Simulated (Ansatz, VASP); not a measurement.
## Two plane-wave programs on AlN

```
Al N
1.0
    -1.44018    1.44020    2.03585
     1.44018   -1.44020    2.03585
     1.44018    1.44020   -2.03585
Al N
1 1
Direct
  0.79027 0.79027 0.00000
  0.29030 0.29030 0.00000
```

Alike in both runs: functional PBE; k mesh 5 × 5 × 5; occupations gaussian, width 0.15 eV; no spin polarisation.

Ansatz relaxed the structure, and its values are those at the end. VASP's run is a single point on that final structure, the one shown.

|  | VASP | Ansatz |
| --- | --- | --- |
| version | VASP 6.6.1 | Ansatz 0.2.0 |
| potentials or method | VASP PAW PBE potentials, release 64 (Al, N), cutoff 600 eV | scalar-relativistic, plane waves, PAW |
| valence electrons in the cell | 8 | 8 |

VASP gave:

- gap on the k mesh at the Fermi level (eV): 4.99
- least direct gap on the mesh (eV): 5.36
- pressure (GPa): -0.9

**Question.** Estimate Ansatz's values.

**Answer.** gap on the k mesh at the Fermi level (eV): 5.02; least direct gap on the mesh (eV): 5.35; pressure (GPa): -0.5.

With one functional, cell and mesh, what is left measures potentials, basis and numerics.

The k mesh is coarse, so the values compare programs but aren't converged.
